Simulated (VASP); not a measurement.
# Mg: relaxation of cell and atoms with BLYP

Mg:

```
Mg
1.0
     0.00000    3.15382    3.15382
     3.15382    0.00000    3.15382
     3.15382    3.15382    0.00000
Mg
2
Direct
  0.12500 0.12500 0.12500
  0.87500 0.87500 0.87500
```

This isn't the form of Mg at room conditions, which is hcp.

```yaml
Program: VASP 6.6.1
Task: relaxation of cell and atoms
Functional: BLYP
Potentials_or_basis: VASP PAW PBE potentials, release 64 (Mg)
Cutoff: 600 eV
k_mesh: 9 × 9 × 9
Occupations: fermi-dirac, width 0.1 eV
Spin: no spin polarisation
Dipole_correction: no
Further_INCAR_settings: ALGO = Normal; EDIFF = 1e-06; IBRION = 2; EDIFFG = -0.01; NSW = 80; ISIF = 3
```

```yaml
Relaxed_volume: 45.40 Å³/atom
Relaxed_cell: a = 5.045 Å, b = 5.045 Å, c = 5.045 Å, α = 60.00°, β = 60.00°, γ = 60.00°
Space_group_after_relaxing_to_0.1_Å: Fd-3m (No. 227)
Energy_gained_by_relaxing: 186.3 meV/atom
Ionic_steps: 5
Pressure_after_relaxing: 0.0 GPa
Band_gap_on_the_k_mesh: zero (bands 2 and 3 overlap by 3.04 eV)
```

Step by step:
```tsv
step	energy change (eV)	largest force (eV/Å)	pressure (GPa)	volume (Å³)
1	0.0000	0.0000	5.88	62.74
2	-0.2697	0.0000	2.34	73.78
3	-0.3615	0.0000	0.59	84.51
4	-0.3718	0.0000	0.14	89.12
5	-0.3726	0.0000	0.01	90.80
```

Final structure:
```xyz
2
Lattice="0.0000 3.5674 3.5674 3.5674 0.0000 3.5674 3.5674 3.5674 0.0000" Properties=species:S:1:pos:R:3 pbc="T T T"
Mg    0.8918    0.8918    0.8918
Mg    6.2429    6.2429    6.2429
```

Levels at points of the mesh, in eV from the Fermi level:
```tsv
k point	band 1	band 2	band 3	band 4	band 5
(0.00, 0.00, 0.00)	-4.71	2.75	2.75	2.75	3.93
```

Run time: 2.3 min on 1 thread of Intel Xeon 8259CL, on a shared host, peak memory 0.21 GiB.

Caveat: the volume moved by over 15 % at a fixed basis, so the end points are rough; the PAW data sets were made with another functional, which shifts forces and pressure a little.
